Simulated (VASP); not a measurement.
Set up this calculation in VASP 6.6.1, as the native input.

| Item | Value |
| --- | --- |
| Task | single point |
| Functional | r2SCAN |
| Dispersion | rVV10 |
| Potentials or basis | VASP PAW PBE potentials, release 64 (Sc_sv, H, Al) |
| Cutoff | 520 eV |
| k mesh | 8 × 8 × 6 |
| Occupations | fermi-dirac, width 0.03 eV |
| Spin | no spin polarisation |
| Dipole correction | no |
| Further INCAR settings | ALGO = Normal; EDIFF = 1e-07; NBANDS = 20 |

ScAlH6:

```
Sc H Al
1.0
     3.22832    0.00000    0.00000
     0.00000    3.22832    0.00000
     0.00000    0.00000    4.68367
Sc H Al
1 6 1
Direct
  0.50000 0.50000 0.50000
  0.50000 0.50000 0.00000
  0.00000 0.00000 0.50000
  0.00000 0.50000 0.22530
  0.50000 0.00000 0.77470
  0.50000 0.00000 0.22530
  0.00000 0.50000 0.77470
  0.00000 0.00000 0.00000
```

One way to write it, as run:

POSCAR

```
ScAlH6
1.0
    3.2283237326      0.0000000000      0.0000000000
    0.0000000000      3.2283237326      0.0000000000
    0.0000000000      0.0000000000      4.6836704661
Sc H Al
1 6 1
Direct
    0.5000000000      0.5000000000      0.5000000000
    0.5000000000      0.5000000000      0.0000000000
    0.0000000000      0.0000000000      0.5000000000
    0.0000000000      0.5000000000      0.2253049535
    0.5000000000      0.0000000000      0.7746950465
    0.5000000000      0.0000000000      0.2253049535
    0.0000000000      0.5000000000      0.7746950465
    0.0000000000      0.0000000000      0.0000000000
```

INCAR.step1

```
SYSTEM = ScAlH6
PREC = Accurate ; ENCUT = 520
ISMEAR = -1 ; SIGMA = 0.03
LREAL = .FALSE. ; LASPH = .TRUE.
NELM = 60 ; NBANDS = 20
GGA = PE ; ALGO = Normal
EDIFF = 1E-4 ; LWAVE = .TRUE.
LCHARG = .FALSE.
```

INCAR.step2

```
SYSTEM = ScAlH6
PREC = Accurate ; ENCUT = 520
EDIFF = 1E-7 ; ISMEAR = -1
SIGMA = 0.03 ; LREAL = .FALSE.
LASPH = .TRUE. ; NELM = 60
ALGO = Normal ; ISIF = 2
LWAVE = .FALSE. ; LCHARG = .FALSE.
METAGGA = R2SCAN ; LMIXTAU = .TRUE.
LUSE_VDW = .TRUE. ; IVDW_NL = 2
BPARAM = 11.95 ; CPARAM = 0.0093
NBANDS = 20 ; ISTART = 1
```

KPOINTS

```
Automatic mesh
0
G
  8 8 6
  0 0 0
```

Potentials or basis: VASP PAW PBE potentials, release 64 (Sc_sv, H, Al).

The run is started by

```sh
$ cat potpaw_PBE.64/Sc_sv/POTCAR potpaw_PBE.64/H/POTCAR potpaw_PBE.64/Al/POTCAR > POTCAR
$ cp INCAR.step1 INCAR
$ mpirun -np 1 vasp_std > vasp.out
$ cp INCAR.step2 INCAR
$ mpirun -np 1 vasp_std > vasp.out
```

Results of the run:

```
Pressure               : 0.2 GPa
Largest force          : 0.026 eV/Å
Band gap on the k mesh : zero (band 10 reaches 8.08 eV, above the bottom of band 11 at 3.64 eV)
```

Caveat: the PAW data sets were made with another functional, which shifts forces and pressure a little.

Run time: 91 s on 1 thread of Intel(R) Xeon(R) 6975P-C (Granite Rapids) (shared host), peak memory 0.29 GiB.
